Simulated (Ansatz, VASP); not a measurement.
## BaO in VASP and in Ansatz

File POSCAR:

```
BaO
1.0
    0.0000000000      2.7450539707      2.7450539707
    2.7450539707      0.0000000000      2.7450539707
    2.7450539707      2.7450539707      0.0000000000
Ba O
1 1
Direct
    0.0000000000      0.0000000000      0.0000000000
    0.5000000000      0.5000000000      0.5000000000
```

File INCAR.step1:

```
ALGO = Normal ; EDIFF = 1E-5
ENCUT = 660 ; GGA = PE
GGA_COMPAT = False ; ISMEAR = 0
LASPH = True ; LCHARG = False
LREAL = False ; LWAVE = True
NBANDS = 15 ; NELM = 120
PREC = Accurate ; SIGMA = 0.02
```

File INCAR.step2:

```
ALGO = Normal ; EDIFF = 1E-6
ENCUT = 660 ; GGA_COMPAT = False
ISIF = 2 ; ISMEAR = 0
ISTART = 1 ; LASPH = True
LCHARG = False ; LMIXTAU = True
LREAL = False ; LWAVE = False
METAGGA = R2SCAN ; NBANDS = 15
NELM = 120 ; PREC = Accurate
SIGMA = 0.02
```

Contents of KPOINTS:

```
k-points
0
Gamma
  8 8 8
```

Input for Ansatz:

```yaml
crystal:
  lattice:
    - [0.0, 2.7450539707, 2.7450539707]
    - [2.7450539707, 0.0, 2.7450539707]
    - [2.7450539707, 2.7450539707, 0.0]
  atoms:
    - { symbol: Ba, position: [0.0, 0.0, 0.0] }
    - { symbol: O, position: [0.5, 0.5, 0.5] }
basis:
  ecutwfc: 500
kpoints:
  mp_grid: { grid: [8, 8, 8] }
hamiltonian:
  xc: r2scan
  pseudopotentials: { kind: paw, azcp: { folder: soft_1 } }
scf:
  occupations: { method: gaussian, width: 0.02 }
output:
  forces: true
  stress: true
  eigenvalues: true
```

Alike in both runs: task single point; functional r2SCAN; k mesh 8 × 8 × 8; occupations gaussian, width 0.02 eV; no spin polarisation.

|  | VASP | Ansatz |
| --- | --- | --- |
| version | VASP 6.6.1 | Ansatz 0.2.0 |
| potentials or method | VASP PAW PBE potentials, release 64 (Ba_sv, O), cutoff 660 eV | scalar-relativistic, plane waves, PAW |
| valence electrons in the cell | 16 | 16 |

Ansatz gave:

| Quantity | Value |
| --- | --- |
| gap on the k mesh at the Fermi level (eV) | 2.27 |
| least direct gap on the mesh (eV) | 2.27 |
| pressure (GPa) | 2.4 |

Question: Which values does VASP return?

Answer: gap on the k mesh at the Fermi level (eV): 2.21; least direct gap on the mesh (eV): 2.21; pressure (GPa): 4.2.

VASP's potentials were made for PBE, not for r2SCAN. With one functional, cell and mesh, what is left measures potentials, basis and numerics.

Spin-orbit coupling is off throughout.
